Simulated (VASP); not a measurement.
# Ta in VASP: density of states with PBE

Aim: the density of states of Ta with PBE.

Everything below comes from runs of VASP 6.6.1. Logs are shortened: lines on timing, memory, paths and dates and some standing lists are left out, and cuts for length are marked.

## (1) The cell of the first run

The cell holds a slab with vacuum, 6 atoms: a = 4.695 Å, b = 4.695 Å, c = 20.791 Å, α = 90.00°, β = 90.00°, γ = 120.00°.

## (2) Density of states, PBE

Input file POSCAR:

```
Ta
1.0
    4.6945593014      0.0000000000      0.0000000000
   -2.3472796507      4.0656076146      0.0000000000
    0.0000000000      0.0000000000     20.7914000000
Ta
6
Direct
    0.1666666665      0.3333333335      0.3847753271
    0.5000000005      0.9999999995      0.4308651962
    0.8333333335      0.6666666665      0.4769550653
    0.1666666665      0.3333333335      0.5230449343
    0.5000000005      0.9999999995      0.5691348038
    0.8333333335      0.6666666665      0.6152246729
```

Input file INCAR.step1:

```
SYSTEM = Ta
ALGO = Normal ; DIPOL = 0.5 0.5 0.500
EDIFF = 1E-6 ; ENCUT = 520
GGA = PE ; IDIPOL = 3
ISIF = 2 ; ISMEAR = -1
LASPH = .TRUE. ; LCHARG = .TRUE.
LDIPOL = .TRUE. ; LMAXMIX = 4
LREAL = .FALSE. ; LWAVE = .FALSE.
NBANDS = 42 ; NELM = 80
PREC = Accurate ; SIGMA = 0.08
```

Input file KPOINTS.step1:

```
k-points
0
G
  9 9 1
  0 0 0
```

Input file INCAR.step2:

```
SYSTEM = Ta
ALGO = Normal ; DIPOL = 0.5 0.5 0.500
EDIFF = 1E-6 ; ENCUT = 520
GGA = PE ; ICHARG = 11
IDIPOL = 3 ; ISIF = 2
ISMEAR = -5 ; LASPH = .TRUE.
LCHARG = .FALSE. ; LDIPOL = .TRUE.
LMAXMIX = 4 ; LORBIT = 10
LREAL = .FALSE. ; LWAVE = .FALSE.
NEDOS = 1001 ; NELM = 80
PREC = Accurate ; SIGMA = 0.08
```

Input file KPOINTS.step2:

```
k-points
0
G
  14 14 1
  0 0 0
```

Potentials or basis: VASP PAW PBE potentials, release 64 (Ta_pv).

On the command line:

```bash
> cat potpaw_PBE.64/Ta_pv/POTCAR > POTCAR
> cp INCAR.step1 INCAR
> cp KPOINTS.step1 KPOINTS
> mpirun -np 1 vasp_std > vasp.out
> cp INCAR.step2 INCAR
> cp KPOINTS.step2 KPOINTS
> mpirun -np 1 vasp_std > vasp.out
```

OUTCAR:

```text
SYSTEM = Ta
   EDIFF = 1E-6
   ENCUT = 520
   GGA = PE
   ICHARG = 11
   ISIF = 2
   ISMEAR = -5
   LASPH = .TRUE.
   LORBIT = 10
   LREAL = .FALSE.
   NELM = 80
   PREC = Accurate

 ion  position               nearest neighbor table
   1  0.167  0.333  0.385-   4 2.87   2 2.87   2 2.87   2 2.87   3 3.32   3 3.32   3 3.32
   2  0.500  1.000  0.431-   3 2.87   1 2.87   1 2.87   3 2.87   3 2.87   1 2.87   5 2.87   4 3.32
                             4 3.32   4 3.32
   3  0.833  0.667  0.477-   4 2.87   2 2.87   4 2.87   4 2.87   2 2.87   2 2.87   6 2.87   1 3.32
                             1 3.32   1 3.32   5 3.32   5 3.32   5 3.32
   4  0.167  0.333  0.523-   3 2.87   1 2.87   5 2.87   5 2.87   3 2.87   3 2.87   5 2.87   2 3.32
                             2 3.32   6 3.32   2 3.32   6 3.32   6 3.32
   5  0.500  1.000  0.569-   6 2.87   4 2.87   4 2.87   6 2.87   6 2.87   2 2.87   4 2.87   3 3.32
                             3 3.32   3 3.32
   6  0.833  0.667  0.615-   5 2.87   5 2.87   5 2.87   3 2.87   4 3.32   4 3.32   4 3.32

  LATTYP: Found a hexagonal cell.
 ALAT       =     4.6945593014
 C/A-ratio  =     4.4288289199

  Lattice vectors:

 A1 = (   4.6945593014,   0.0000000000,   0.0000000000)
 A2 = (  -2.3472796507,   4.0656076146,   0.0000000000)
 A3 = (   0.0000000000,   0.0000000000,  20.7914000000)

Analysis of symmetry for initial positions (statically):
=====================================================================
 Subroutine PRICEL returns:
 Original cell was already a primitive cell.

 Routine SETGRP: Setting up the symmetry group for a
 hexagonal supercell.

 Subroutine GETGRP returns: Found 12 space group operations
 (whereof  4 operations were pure point group operations)
 out of a pool of 24 trial point group operations.

The static configuration has the point symmetry C_2h.
 The point group associated with its full space group is D_3d.

Analysis of symmetry for dynamics (positions and initial velocities):
=====================================================================
 Subroutine PRICEL returns:
 Original cell was already a primitive cell.

 Routine SETGRP: Setting up the symmetry group for a
 hexagonal supercell.

 Subroutine GETGRP returns: Found 12 space group operations
 (whereof  4 operations were pure point group operations)
 out of a pool of 24 trial point group operations.

The dynamic configuration has the point symmetry C_2h.
 The point group associated with its full space group is D_3d.

 Subroutine INISYM returns: Found 12 space group operations
 (whereof  4 operations are pure point group operations),
 and found     1 'primitive' translations

----------------------------------------------------------------------------------------

                                     Primitive cell

  volume of cell :     396.8296

  direct lattice vectors                    reciprocal lattice vectors
     4.694559301  0.000000000  0.000000000     0.213012540  0.122982847  0.000000000
    -2.347279651  4.065607615  0.000000000     0.000000000  0.245965694  0.000000000
     0.000000000  0.000000000 20.791400000     0.000000000  0.000000000  0.048096809

  length of vectors
     4.694559301  4.694559301 20.791400000     0.245965694  0.245965694  0.048096809

  position of ions in fractional coordinates (direct lattice)
     0.166666666  0.333333334  0.384775327
     0.500000001  0.999999999  0.430865196
     0.833333334  0.666666666  0.476955065
     0.166666666  0.333333334  0.523044934
     0.500000001  0.999999999  0.569134804
     0.833333334  0.666666666  0.615224673

  ion indices of the primitive-cell ions
   primitive index   ion index
                 1           1
                 2           2
                 3           3
                 4           4
                 5           5
                 6           6

----------------------------------------------------------------------------------------

 KPOINTS: k-points

Automatic generation of k-mesh.
 Grid dimensions read from file:
 generate k-points for:   14   14    1

 Generating k-lattice:

  Cartesian coordinates                     Fractional coordinates (reciprocal lattice)
     0.015215181  0.008784489  0.000000000     0.071428571 -0.000000000  0.000000000
     0.000000000  0.017568978  0.000000000     0.000000000  0.071428571  0.000000000
     0.000000000  0.000000000  0.048096809     0.000000000  0.000000000  1.000000000

  Length of vectors
     0.017568978  0.017568978  0.048096809

  Shift w.r.t. Gamma in fractional coordinates (k-lattice)
     0.000000000  0.000000000  0.000000000

 TETIRR: Found    105 inequivalent tetrahedra from     1176

 Subroutine IBZKPT returns following result:
 ===========================================

 Found     24 irreducible k-points:

 Following reciprocal coordinates:
            Coordinates               Weight
  0.000000  0.000000  0.000000      1.000000
  0.071429  0.000000  0.000000      6.000000
  0.142857  0.000000  0.000000      6.000000
  0.214286  0.000000  0.000000      6.000000
  0.285714  0.000000  0.000000      6.000000
  0.357143  0.000000  0.000000      6.000000
[... 16 lines left out ...]
  0.285714  0.285714  0.000000      6.000000
  0.357143  0.285714  0.000000      6.000000
   k-points           NKPTS =     24   k-points in BZ     NKDIM =     24   number of bands    NBANDS=     39
   number of dos      NEDOS =   1001   number of ions     NIONS =      6
   total plane-waves  NPLWV = 207360
   dimension x,y,z NGX =    36 NGY =   36 NGZ =  160
   dimension x,y,z NGXF=    72 NGYF=   72 NGZF=  320
   ions per type =               6
   NGX,Y,Z   is equivalent  to a cutoff of  12.75, 12.75, 12.79 a.u.
   NGXF,Y,Z  is equivalent  to a cutoff of  25.50, 25.50, 25.59 a.u.
 SYSTEM =  Ta
   PREC   = accura    normal or accurate (medium, high low for compatibility)
   ISTART =      0    job   : 0-new  1-cont  2-samecut
   ICHARG =     11    charge: 1-file 2-atom 10-const
   ISPIN  =      1    spin polarized calculation?
   LNONCOLLINEAR =      F non collinear calculations
   LSORBIT =      F    spin-orbit coupling
   LASPH  =      T    aspherical Exc in radial PAW
   ENCUT  =  520.0 eV  38.22 Ry    6.18 a.u.   8.73  8.73 38.66*2*pi/ulx,y,z
   NELM   =     80;   NELMIN=  2; NELMDL=  0     # of ELM steps
   EDIFF  = 0.1E-05   stopping-criterion for ELM
   LREAL  =      F    real-space projection
   EDIFFG = 0.1E-04   stopping-criterion for IOM
   NSW    =      0    number of steps for IOM
   IBRION =     -1    ionic relax: 0-MD 1-quasi-New 2-CG
   NFREE  =      0    steps in history (QN), initial steepest desc. (CG)
   ISIF   =      2    stress and relaxation
   ISYM   =      2    0-nonsym 1-usesym 2-fastsym
   POTIM  = 0.5000    time-step for ionic-motion
   TEBEG  =    0.0;   TEEND  =   0.0 temperature during run
   PSTRESS=    0.0 pullay stress
   NELECT =      66.0000    total number of electrons
   NUPDOWN=      -1.0000    fix difference up-down
   EMIN   =  10.00;   EMAX   =-10.00  energy-range for DOS
   EFERMI =   0.00;   METHOD = LEGACY
   ISMEAR =    -5;   SIGMA  =   0.08  broadening in eV -4-tet -1-fermi 0-gaus
   EFERMI_NEDOS =   21; number of points for ismear=-14 and -15
   IALGO  =     38    algorithm
   IMIX   =      4    mixing-type and parameters
     AMIX     =   0.40;   BMIX     =  1.00
     AMIX_MAG =   1.60;   BMIX_MAG =  1.00
  volume/ion in A,a.u.               =      66.14       446.32
  Fermi-wavevector in a.u.,A,eV,Ry     =   0.900302  1.701324 11.028112  0.810543
  Thomas-Fermi vector in A             =   2.023243
   LORBIT       =     10    0 simple, 1 ext, 2 COOP (PROOUT), +10 PAW based schemes
   GGA     = PE    functional components
   LHFCALC =     F    Hartree Fock is set to
   AEXX    =    0.0000 exact exchange contribution
   IVDW    =     0    specifies the selected vdW correction
   LEPSILON=     F    determine dielectric tensor
   LRPA    =     F    only Hartree local field effects (RPA)
 non-spin polarized calculation
 Fermi weights with tetrahedron method with Bloechl corrections
  energy-cutoff  :      520.00
  volume of cell :      396.83
 maximum number of plane-waves:     10710
 NGX is ok and might be reduce to    36

 number of electron      65.9999991 magnetization

 dipolmoment           0.000000      0.000000     -0.000000 electrons x Angstroem

 Free energy of the ion-electron system (eV)
  ---------------------------------------------------
  ext. energy  EPLUGINS =         0.00000000
  ---------------------------------------------------
  free energy    TOTEN  =       -63.57335321 eV

  energy without entropy =      -63.57335321  energy(sigma->0) =      -63.57335321

 E-fermi :  -0.8727     XC(G=0):  -4.6487

 val. band max:       -0.8668822301   @ k =   0.2143   0.0714   0.0000
 cond. band min:      -0.9039715266   @ k =   0.2857   0.2857   0.0000
 fundamental gap:     -0.0370892966
 Fermi energy:        -0.8727240567

 k-point     1 :       0.0000    0.0000    0.0000
  band No.  band energies     occupation
      1     -35.6108      2.00000
      2     -35.5743      2.00000
      3     -35.3447      2.00000
      4     -35.3447      2.00000
      5     -35.3376      2.00000
      6     -35.3376      2.00000
[... 31 lines left out ...]
     38       1.3814      0.00000
     39       1.4206      0.00000
[... 964 lines left out ...]
     38       0.3846      0.00000
     39       0.5447      0.00000

------------------------ aborting loop because EDIFF is reached ----------------------------------------

 vacuum level on the upper side and lower side of the slab       (xc-potential included)        -0.120        -0.120

  FORCE on cell =-STRESS in cart. coord.  units (eV):
  Direction    XX          YY          ZZ          XY          YZ          ZX
  --------------------------------------------------------------------------------------
  -------------------------------------------------------------------------------------
  Total       -9.6328411     -9.6328411    -12.5068517      0.0000000     -0.0000000     -0.0000000
  in kB      -38.8920605    -38.8920605    -50.4957188      0.0000000     -0.0000000     -0.0000000
  external PRESSURE =     -42.7599466 kB  Pullay stress =       0.0000000 kB

 VOLUME and BASIS-vectors are now :
 -----------------------------------------------------------------------------
  energy-cutoff  :      520.00
  volume of cell :      396.83
      direct lattice vectors                 reciprocal lattice vectors
     4.694559301  0.000000000  0.000000000     0.213012540  0.122982847  0.000000000
    -2.347279651  4.065607615  0.000000000     0.000000000  0.245965694  0.000000000
     0.000000000  0.000000000 20.791400000     0.000000000  0.000000000  0.048096809

 POSITION                                       TOTAL-FORCE (eV/Angst)
 -----------------------------------------------------------------------------------
     -0.00000      1.35520      8.00002        -0.000000     -0.000000      2.386226
      0.00000      4.06561      8.95829        -0.000000      0.000000      0.455535
      2.34728      2.71041      9.91656         0.000000     -0.000000     -0.335170
     -0.00000      1.35520     10.87484        -0.000000      0.000000      0.335170
      0.00000      4.06561     11.83311        -0.000000      0.000000     -0.455535
      2.34728      2.71041     12.79138         0.000000      0.000000     -2.386226
 -----------------------------------------------------------------------------------
    total drift:                                0.000003     -0.000002     -0.000005

  FREE ENERGIE OF THE ION-ELECTRON SYSTEM (eV)
  ---------------------------------------------------
  free  energy   TOTEN  =       -63.5733532105 eV

  energy  without entropy=      -63.5733532105  energy(sigma->0) =      -63.57335321

 vacuum level on the upper side and lower side of the slab         2.478         2.478

 total charge

# of ion       s       p       d       tot
------------------------------------------
    1        0.378   6.010   2.363   8.751
    2        0.379   6.103   2.392   8.875
    3        0.361   6.150   2.291   8.802
    4        0.361   6.150   2.291   8.802
    5        0.379   6.103   2.392   8.875
    6        0.378   6.010   2.363   8.751
--------------------------------------------------
tot          2.237  36.527  14.093  52.857
```

Run time: 13 min. Hardware: 1 thread of Oxide Virtual Turin-like, shared host; peak memory 0.54 GiB.

What came out:

* Valence electrons inside the program's atomic spheres: Ta 8.75, 8.88, 8.80

Caveat: spin-orbit coupling is left out, which moves the levels of the heavy elements; tetrahedron occupations give inexact forces and stress in metals.
